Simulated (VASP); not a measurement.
# Ni (P6_3/mmc) in VASP: further runs, part 2 of 2

VASP 6.6.1.

### Step 4. Single point, LDA (10.03 Å³/atom)

This run uses another cell than the first one, of 10.03 Å³/atom.

INCAR reads:

```
SYSTEM = Ni
ALGO = Normal ; EDIFF = 1E-7
ENCUT = 520 ; GGA = CA
ISIF = 2 ; ISMEAR = -1
LASPH = .TRUE. ; LCHARG = .FALSE.
LREAL = .FALSE. ; LWAVE = .FALSE.
NBANDS = 28 ; NELM = 60
PREC = Accurate ; SIGMA = 0.1
```

KPOINTS reads:

```
k-points
0
G
  17 17 5
  0 0 0
```

POSCAR reads:

```
Ni
1.0
    2.4177457299      0.0000000000      0.0000000000
   -1.2088728649      2.0938292220      0.0000000000
    0.0000000000      0.0000000000      7.9214682383
Ni
4
Direct
    0.0000000000      1.0000000000      0.0000000000
    1.0000000000      1.0000000000      0.5000000000
    0.3333333333      0.6666666667      0.2500000000
    0.6666666667      0.3333333333      0.7500000000
```

Potentials or basis: VASP PAW LDA potentials, release 64 (Ni).

On the command line:

```bash
> cat potpaw_LDA.64/Ni/POTCAR > POTCAR
> mpirun -np 1 vasp_std > vasp.out
```

OUTCAR:

```text
SYSTEM = Ni
   EDIFF = 1E-7
   ENCUT = 520
   GGA = CA
   ISIF = 2
   ISMEAR = -1
   LASPH = .TRUE.
   LREAL = .FALSE.
   NELM = 60
   PREC = Accurate

 ion  position               nearest neighbor table
   1  0.000  0.000  0.000-   3 2.42   4 2.42   3 2.42   4 2.42   4 2.42   3 2.42
   2  0.000  0.000  0.500-   3 2.42   4 2.42   3 2.42   4 2.42   4 2.42   3 2.42
   3  0.333  0.667  0.250-   1 2.42   2 2.42   1 2.42   2 2.42   1 2.42   2 2.42
   4  0.667  0.333  0.750-   1 2.42   2 2.42   1 2.42   2 2.42   1 2.42   2 2.42

  LATTYP: Found a hexagonal cell.
 ALAT       =     2.4177457299
 C/A-ratio  =     3.2763859906

  Lattice vectors:

 A1 = (   2.4177457299,   0.0000000000,   0.0000000000)
 A2 = (  -1.2088728649,   2.0938292220,   0.0000000000)
 A3 = (   0.0000000000,   0.0000000000,   7.9214682383)

Analysis of symmetry for initial positions (statically):
=====================================================================
 Subroutine PRICEL returns:
 Original cell was already a primitive cell.

 Routine SETGRP: Setting up the symmetry group for a
 hexagonal supercell.

 Subroutine GETGRP returns: Found 24 space group operations
 (whereof 12 operations were pure point group operations)
 out of a pool of 24 trial point group operations.

The static configuration has the point symmetry D_3d.
 The point group associated with its full space group is D_6h.

Analysis of symmetry for dynamics (positions and initial velocities):
=====================================================================
 Subroutine PRICEL returns:
 Original cell was already a primitive cell.

 Routine SETGRP: Setting up the symmetry group for a
 hexagonal supercell.

 Subroutine GETGRP returns: Found 24 space group operations
 (whereof 12 operations were pure point group operations)
 out of a pool of 24 trial point group operations.

The dynamic configuration has the point symmetry D_3d.
 The point group associated with its full space group is D_6h.

 Subroutine INISYM returns: Found 24 space group operations
 (whereof 12 operations are pure point group operations),
 and found     1 'primitive' translations

----------------------------------------------------------------------------------------

                                     Primitive cell

  volume of cell :      40.1012

  direct lattice vectors                    reciprocal lattice vectors
     2.417745730  0.000000000  0.000000000     0.413608424  0.238796935  0.000000000
    -1.208872865  2.093829222  0.000000000     0.000000000  0.477593869  0.000000000
     0.000000000  0.000000000  7.921468238     0.000000000  0.000000000  0.126239224

  length of vectors
     2.417745730  2.417745730  7.921468238     0.477593869  0.477593869  0.126239224

  position of ions in fractional coordinates (direct lattice)
     0.000000000  0.000000000  0.000000000
     0.000000000  0.000000000  0.500000000
     0.333333333  0.666666667  0.250000000
     0.666666667  0.333333333  0.750000000

  ion indices of the primitive-cell ions
   primitive index   ion index
                 1           1
                 2           2
                 3           3
                 4           4

----------------------------------------------------------------------------------------
[... 24 lines left out ...]

 Following reciprocal coordinates:
            Coordinates               Weight
  0.000000  0.000000  0.000000      1.000000
  0.058824 -0.000000  0.000000      6.000000
  0.117647 -0.000000  0.000000      6.000000
  0.176471 -0.000000  0.000000      6.000000
  0.235294 -0.000000  0.000000      6.000000
  0.294118 -0.000000  0.000000      6.000000
[... 16 lines left out ...]
  0.411765  0.117647  0.000000     12.000000
  0.176471  0.176471  0.000000      6.000000
 [... further k-points ...]
   k-points           NKPTS =     99   k-points in BZ     NKDIM =     99   number of bands    NBANDS=     28
   number of dos      NEDOS =    301   number of ions     NIONS =      4
   total plane-waves  NPLWV =  19440
   dimension x,y,z NGX =    18 NGY =   18 NGZ =   60
   dimension x,y,z NGXF=    36 NGYF=   36 NGZF=  120
   ions per type =               4
   NGX,Y,Z   is equivalent  to a cutoff of  12.38, 12.38, 12.59 a.u.
   NGXF,Y,Z  is equivalent  to a cutoff of  24.75, 24.75, 25.18 a.u.
 SYSTEM =  Ni
   PREC   = accura    normal or accurate (medium, high low for compatibility)
   ISTART =      0    job   : 0-new  1-cont  2-samecut
   ICHARG =      2    charge: 1-file 2-atom 10-const
   ISPIN  =      1    spin polarized calculation?
   LNONCOLLINEAR =      F non collinear calculations
   LSORBIT =      F    spin-orbit coupling
   LASPH  =      T    aspherical Exc in radial PAW
   ENCUT  =  520.0 eV  38.22 Ry    6.18 a.u.   4.50  4.50 14.73*2*pi/ulx,y,z
   NELM   =     60;   NELMIN=  2; NELMDL= -5     # of ELM steps
   EDIFF  = 0.1E-06   stopping-criterion for ELM
   LREAL  =      F    real-space projection
   EDIFFG = 0.1E-05   stopping-criterion for IOM
   NSW    =      0    number of steps for IOM
   IBRION =     -1    ionic relax: 0-MD 1-quasi-New 2-CG
   NFREE  =      0    steps in history (QN), initial steepest desc. (CG)
   ISIF   =      2    stress and relaxation
   ISYM   =      2    0-nonsym 1-usesym 2-fastsym
   POTIM  = 0.5000    time-step for ionic-motion
   TEBEG  =    0.0;   TEEND  =   0.0 temperature during run
   PSTRESS=    0.0 pullay stress
   NELECT =      40.0000    total number of electrons
   NUPDOWN=      -1.0000    fix difference up-down
   EMIN   =  10.00;   EMAX   =-10.00  energy-range for DOS
   EFERMI =   0.00;   METHOD = LEGACY
   ISMEAR =    -1;   SIGMA  =   0.10  broadening in eV -4-tet -1-fermi 0-gaus
   EFERMI_NEDOS =   21; number of points for ismear=-14 and -15
   IALGO  =     38    algorithm
   IMIX   =      4    mixing-type and parameters
     AMIX     =   0.40;   BMIX     =  1.00
     AMIX_MAG =   1.60;   BMIX_MAG =  1.00
  volume/ion in A,a.u.               =      10.03        67.65
  Fermi-wavevector in a.u.,A,eV,Ry     =   1.635720  3.091063 36.403476  2.675580
  Thomas-Fermi vector in A             =   2.727146
   LORBIT       =      0    0 simple, 1 ext, 2 COOP (PROOUT), +10 PAW based schemes
   GGA     = CA    functional components
   LHFCALC =     F    Hartree Fock is set to
   AEXX    =    0.0000 exact exchange contribution
   IVDW    =     0    specifies the selected vdW correction
   LEPSILON=     F    determine dielectric tensor
   LRPA    =     F    only Hartree local field effects (RPA)
 non-spin polarized calculation
  energy-cutoff  :      520.00
  volume of cell :       40.10
 maximum number of plane-waves:      1109
 NGX is ok and might be reduce to    18
   NGX =  9   NGY =  9   NGZ = 29

 number of electron      39.9999945 magnetization

 Free energy of the ion-electron system (eV)
  ---------------------------------------------------
  ext. energy  EPLUGINS =         0.00000000
  ---------------------------------------------------
  free energy    TOTEN  =       -26.31827011 eV

  energy without entropy =      -25.98030219  energy(sigma->0) =      -26.14928615

 E-fermi :  10.1364     XC(G=0): -14.1031

 val. band max:       10.1358478145   @ k =   0.4706  -0.0000   0.2000
 cond. band min:      10.1373814500   @ k =   0.4706  -0.0000   0.0000
 fundamental gap:      0.0015336356
 Fermi energy:        10.1363722864

 k-point     1 :       0.0000    0.0000    0.0000
  band No.  band energies     occupation
      1       0.7007      2.00000
      2       3.0546      2.00000
      3       3.0554      2.00000
      4       5.1798      2.00000
      5       7.5689      2.00000
      6       7.6017      2.00000
[... 733 lines left out ...]
     27      23.3875      0.00000
     28      25.2903      0.00000

 [... further k-points ...]

------------------------ aborting loop because EDIFF is reached ----------------------------------------

  FORCE on cell =-STRESS in cart. coord.  units (eV):
  Direction    XX          YY          ZZ          XY          YZ          ZX
  --------------------------------------------------------------------------------------
  -------------------------------------------------------------------------------------
  Total       -0.0260509     -0.0260509     -0.0184801     -0.0000000      0.0000000      0.0000000
  in kB       -1.0408221     -1.0408221     -0.7383430     -0.0000000      0.0000000      0.0000000
  external PRESSURE =      -0.9399957 kB  Pullay stress =       0.0000000 kB

 VOLUME and BASIS-vectors are now :
 -----------------------------------------------------------------------------
  energy-cutoff  :      520.00
  volume of cell :       40.10
      direct lattice vectors                 reciprocal lattice vectors
     2.417745730  0.000000000  0.000000000     0.413608424  0.238796935  0.000000000
    -1.208872865  2.093829222  0.000000000     0.000000000  0.477593869  0.000000000
     0.000000000  0.000000000  7.921468238     0.000000000  0.000000000  0.126239224

 POSITION                                       TOTAL-FORCE (eV/Angst)
 -----------------------------------------------------------------------------------
      0.00000      0.00000      0.00000        -0.000000      0.000000      0.000000
      0.00000      0.00000      3.96073        -0.000000      0.000000      0.000000
     -0.00000      1.39589      1.98037         0.000000      0.000000     -0.000000
      1.20887      0.69794      5.94110        -0.000000      0.000000      0.000000
 -----------------------------------------------------------------------------------
    total drift:                                0.000000     -0.000000      0.000000

  FREE ENERGIE OF THE ION-ELECTRON SYSTEM (eV)
  ---------------------------------------------------
  free  energy   TOTEN  =       -26.3182701092 eV

  energy  without entropy=      -25.9803021869  energy(sigma->0) =      -26.14928615
```

OSZICAR:

```text
N       E                     dE             d eps       ncg     rms          rms(c)
DAV:   1     0.251256659715E+03    0.25126E+03   -0.17997E+04  5784   0.211E+03
DAV:   2    -0.155975391592E+02   -0.26685E+03   -0.25573E+03  5556   0.356E+02
DAV:   3    -0.305705254932E+02   -0.14973E+02   -0.14443E+02  5928   0.115E+02
DAV:   4    -0.308105836784E+02   -0.24006E+00   -0.23979E+00  6144   0.152E+01
DAV:   5    -0.308186094684E+02   -0.80258E-02   -0.80254E-02  7044   0.221E+00    0.217E+01
DAV:   6    -0.275451803654E+02    0.32734E+01   -0.30820E+01  5988   0.880E+01    0.113E+01
DAV:   7    -0.267254709384E+02    0.81971E+00   -0.75397E+00  6108   0.474E+01    0.100E+01
DAV:   8    -0.274120683440E+02   -0.68660E+00   -0.11411E+01  6420   0.632E+01    0.137E+01
DAV:   9    -0.263232400940E+02    0.10888E+01   -0.23282E+00  6876   0.337E+01    0.125E+00
DAV:  10    -0.263210548557E+02    0.21852E-02   -0.12491E-01  6228   0.381E+00    0.554E-01
DAV:  11    -0.263192760395E+02    0.17788E-02   -0.52180E-03  6616   0.797E-01    0.325E-01
DAV:  12    -0.263187198886E+02    0.55615E-03   -0.35451E-04  6164   0.209E-01    0.249E-01
DAV:  13    -0.263182752363E+02    0.44465E-03   -0.97321E-04  6368   0.525E-01    0.471E-02
DAV:  14    -0.263182708031E+02    0.44332E-05   -0.11426E-04  6376   0.135E-01    0.932E-03
DAV:  15    -0.263182703357E+02    0.46745E-06   -0.10532E-05  6008   0.483E-02    0.812E-03
DAV:  16    -0.263182701094E+02    0.22623E-06   -0.17524E-06  6384   0.219E-02    0.122E-03
DAV:  17    -0.263182701092E+02    0.19827E-09   -0.98648E-08  3100   0.384E-03
   1 F= -.26318270E+02 E0= -.26149286E+02  d E =-.337968E+00
```

Run time: 1.8 min. Hardware: 1 thread of Intel Xeon Platinum 8259CL at 2.50GHz (Skylake/Cascade Lake), shared host; peak memory 0.19 GiB.

Results:

```
Free energy            : -26.3183 eV
Pressure               : -0.1 GPa
Band gap on the k mesh : zero (bands 20 and 21 overlap by 0.64 eV)
```

Caveat: the run has no spin polarisation, though such a crystal can be magnetic.

### Step 5. Single point, LDA (10.43 Å³/atom)

This run uses another cell than the first one, of 10.43 Å³/atom.

INCAR reads:

```
PREC = Accurate
ENCUT = 520
EDIFF = 1E-6
ISMEAR = -1
SIGMA = 0.1
LREAL = F
LASPH = T
NELM = 80
ALGO = Normal
ISIF = 2
LWAVE = F
LCHARG = T
GGA = CA
LELF = T
LVHAR = T
NBANDS = 28
```

KPOINTS reads:

```
regular mesh
0
Gamma
  17 17 5
```

POSCAR reads:

```
Ni
1.0
    2.4495618223      0.0000000000      0.0000000000
   -1.2247809111      2.1213827662      0.0000000000
    0.0000000000      0.0000000000      8.0257100377
Ni
4
Direct
    0.0000000000      1.0000000000      0.0000000000
    1.0000000000      1.0000000000      0.5000000000
    0.3333333333      0.6666666667      0.2500000000
    0.6666666667      0.3333333333      0.7500000000
```

On the command line:

```bash
> cat potpaw_LDA.64/Ni/POTCAR > POTCAR
> mpirun -np 1 vasp_std > vasp.out
```

Run time: 93 s. Hardware: 1 thread of Intel Xeon Platinum 8259CL at 2.50GHz (Skylake/Cascade Lake), shared host; peak memory 0.19 GiB.

It converged, with:

| Property | Result |
| --- | --- |
| Free energy | -26.2709 eV |
| Pressure | -9.0 GPa |
| Band gap on the k mesh | zero (bands 20 and 21 overlap by 0.60 eV) |

Levels at points of the mesh, in eV from the Fermi level:
```
           k point  band 16  band 17  band 18  band 19  band 20  band 21  band 22  band 23  band 24  band 25
(0.00, 0.00, 0.00)    -1.03    -1.03    -0.72    -0.72    -0.47    -0.47    -0.24    -0.09    -0.09     6.29
```

Caveat: the cell stands under tension; the run has no spin polarisation, though such a crystal can be magnetic. Spin polarisation is off, so any magnetic state and its effect on volume and gap are missing.

### Step 6. Summary

```tsv
cell	gap on the mesh (eV)	pressure (GPa)
a = 2.351, b = 2.351, c = 7.704 Å, angles 90.0, 90.0, 120.0°, 4 atoms	none	25.6
a = 2.385, b = 2.385, c = 7.814 Å, angles 90.0, 90.0, 120.0°, 4 atoms	none	11.3
a = 2.418, b = 2.418, c = 7.921 Å, angles 90.0, 90.0, 120.0°, 4 atoms	none	-0.1
a = 2.450, b = 2.450, c = 8.026 Å, angles 90.0, 90.0, 120.0°, 4 atoms	none	-9.0
```

Alike in all rows: task single point; level LDA; potentials or basis VASP PAW LDA potentials, release 64 (Ni); no spin polarisation; k mesh 17 × 17 × 5; cutoff (eV) 520; smearing fermi-dirac 0.1 eV.

Caveats: the run has no spin polarisation, though such a crystal can be magnetic; the cell stands under pressure (at least some runs); the cell stands under tension (at least some runs).

Total energies depend on the potentials used, so only differences within one code and one set of settings carry meaning.
